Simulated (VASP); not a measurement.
# BaS: single point with PBE

The system is BaS.

```
CELL_PARAMETERS angstrom
0.03194 3.20972 3.20972
3.20972 0.03194 3.20972
3.20972 3.20972 0.03194
ATOMIC_POSITIONS crystal
Ba 0.00000 0.00000 0.00000
S 0.50000 0.50000 0.50000
```

This cell differs from its parent crystal: equal xy, yz and zx shear strains of +1 %.

```
Program             : VASP 6.6.1
Task                : single point
Functional          : PBE
Potentials or basis : VASP PAW PBE potentials, release 64 (Ba_sv, S)
Cutoff              : 520 eV
k mesh              : 8 × 8 × 8
Occupations         : fermi-dirac, width 0.02 eV
Spin                : no spin polarisation
```

```json
{
 "Pressure": "1.4 GPa",
 "Band gap on the k mesh": "2.09 eV (least direct gap 2.23 eV)"
}
```

Stress tensor (GPa, compression positive):
```
 1.42 -0.19 -0.19
-0.19  1.42 -0.19
-0.19 -0.19  1.42
```

Levels at points of the mesh, in eV from the valence-band top:
| k point | band 6 | band 7 | band 8 | band 9 | band 10 | band 11 |
| --- | --- | --- | --- | --- | --- | --- |
| (0.00, 0.00, 0.00) | -0.04 | 0.00 | 0.00 | 3.57 | 3.79 | 3.90 |
| (0.50, 0.00, 0.00) | -1.95 | -1.14 | -1.08 | 5.53 | 5.68 | 6.26 |
| (0.50, 0.50, 0.00) | -0.54 | -0.16 | -0.14 | 2.09 | 5.92 | 6.01 |
| (0.50, 0.50, 0.50) | -1.95 | -1.06 | -1.06 | 5.50 | 5.68 | 6.24 |

It took 120 s on 1 thread of Intel Xeon 8259CL, on a shared host, peak memory 0.24 GiB.

Caveat: the cell differs from its parent crystal (equal xy, yz and zx shear strains of +1 %); spin-orbit coupling is left out, which moves the levels of the heavy elements. A k mesh can miss the band edges.
